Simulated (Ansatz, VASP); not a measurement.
**One calculation of Sc2Cd, two programs**

The input INCAR:

```
SYSTEM = Sc2Cd
  PREC = Accurate
  ENCUT = 520
  EDIFF = 1E-7
  ISMEAR = 0
  SIGMA = 0.1
  LREAL = .FALSE.
  LASPH = .TRUE.
  NELM = 60
  ALGO = Normal
  ISIF = 2
  LWAVE = .FALSE.
  LCHARG = .TRUE.
  GGA = PE
  LELF = .TRUE.
  LVHAR = .TRUE.
  NBANDS = 43
```

The input KPOINTS:

```
regular mesh
0
G
  4 4 4
  0 0 0
```

File POSCAR:

```
Sc2Cd
1.0
    0.0000000000      3.9794563447      3.9794563447
    3.9794563447      0.0000000000      3.9794563447
    3.9794563447      3.9794563447      0.0000000000
Sc Cd
4 2
Direct
    0.6250000000      0.6250000000      0.6250000000
    0.1250000000      0.6250000000      0.6250000000
    0.6250000000      0.6250000000      0.1250000000
    0.6250000000      0.1250000000      0.6250000000
    0.0000000000      0.0000000000      0.0000000000
    0.2500000000      0.2500000000      0.2500000000
```

Input for Ansatz:

```yaml
crystal:
  lattice:
    - [0.0, 3.9794563447, 3.9794563447]
    - [3.9794563447, 0.0, 3.9794563447]
    - [3.9794563447, 3.9794563447, 0.0]
  atoms:
    - { symbol: Sc, position: [0.625, 0.625, 0.625] }
    - { symbol: Sc, position: [0.125, 0.625, 0.625] }
    - { symbol: Sc, position: [0.625, 0.625, 0.125] }
    - { symbol: Sc, position: [0.625, 0.125, 0.625] }
    - { symbol: Cd, position: [0.0, 0.0, 0.0] }
    - { symbol: Cd, position: [0.25, 0.25, 0.25] }
basis:
  ecutwfc: 420
kpoints:
  mp_grid: { grid: [4, 4, 4] }
hamiltonian:
  xc: pbe
scf:
  occupations: { method: gaussian, width: 0.1 }
  lower_state_search: "off"
output:
  forces: true
  stress: true
  eigenvalues: true
```

Alike in both runs: task single point; functional PBE; k mesh 4 × 4 × 4; occupations gaussian, width 0.1 eV; no spin polarisation.

```csv
,VASP,Ansatz
version,VASP 6.6.1,Ansatz 0.2.0
potentials or method,"VASP PAW PBE potentials, release 64 (Sc_sv, Cd), cutoff 520 eV","scalar-relativistic, plane waves, PAW"
valence electrons in the cell,68,84
```

|  | VASP | Ansatz | Ansatz less VASP |
| --- | --- | --- | --- |
| gap on the k mesh at the Fermi level (eV) | none | none | - |
| pressure (GPa) | 7.4 | 7.2 | -0.16 |

A gap of «none» marks a metal or a gap that the smearing closes. With one functional, cell and mesh, what is left measures potentials, basis and numerics. VASP's potentials hold 68 valence electrons a cell and Ansatz's 84, so a difference there can come from the potentials and not from the codes.
